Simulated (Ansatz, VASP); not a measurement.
# Si2Ni: VASP beside Ansatz

File INCAR:

```
PREC = Accurate
ENCUT = 520
EDIFF = 1E-6
ISMEAR = -1
SIGMA = 0.05
LREAL = F
LASPH = T
NELM = 60
ALGO = Normal
ISIF = 2
LWAVE = F
LCHARG = F
NBANDS = 16
```

File KPOINTS:

```
regular mesh
0
Gamma
  11 11 11
```

POSCAR

```
Si2Ni
1.0
    0.0000000000      2.2810967818      2.2810967818
    2.2810967818      0.0000000000      2.2810967818
    2.2810967818      2.2810967818      0.0000000000
Ni Si
1 2
Direct
    0.0000000000      0.0000000000      0.0000000000
    0.2500000000      0.2500000000      0.2500000000
    0.7500000000      0.7500000000      0.7500000000
```

Input for Ansatz:

```yaml
crystal:
  lattice:
    - [0.0, 2.2810967818, 2.2810967818]
    - [2.2810967818, 0.0, 2.2810967818]
    - [2.2810967818, 2.2810967818, 0.0]
  atoms:
    - { symbol: Ni, position: [0.0, 0.0, 0.0] }
    - { symbol: Si, position: [0.25, 0.25, 0.25] }
    - { symbol: Si, position: [0.75, 0.75, 0.75] }
kpoints:
  mp_grid: { grid: [11, 11, 11] }
scf:
  occupations: { method: fermi_dirac, width: 0.05 }
hamiltonian:
  xc: lda
  pseudopotentials: { kind: all_electron, datasets: crystal }
output:
  forces: true
  stress: true
  eigenvalues: true
```

Change from the starting cell: volume scaled by 0.62, crystal datasets.

Alike in both runs: task single point; functional LDA; k mesh 11 × 11 × 11; occupations fermi-dirac, width 0.05 eV; no spin polarisation.

```csv
,VASP,Ansatz
version,VASP 6.6.1,Ansatz 0.2.0
potentials or method,"VASP PAW LDA potentials, release 64 (Ni, Si), cutoff 520 eV","all-electron PAW with datasets made for the crystal, scalar-relativistic"
```

```tsv
	VASP	Ansatz	Ansatz less VASP
pressure (GPa)	235.0	233.1	-1.90
```

LDA's correlation is that of Perdew and Zunger in VASP and of Perdew and Wang (1992) in Ansatz. Both programs put the cell under a high pressure, so it lies far from rest at this level. Ansatz ran all-electron here, and VASP with PAW potentials.

Noted on VASP's run: the cell as given lies far from equilibrium.
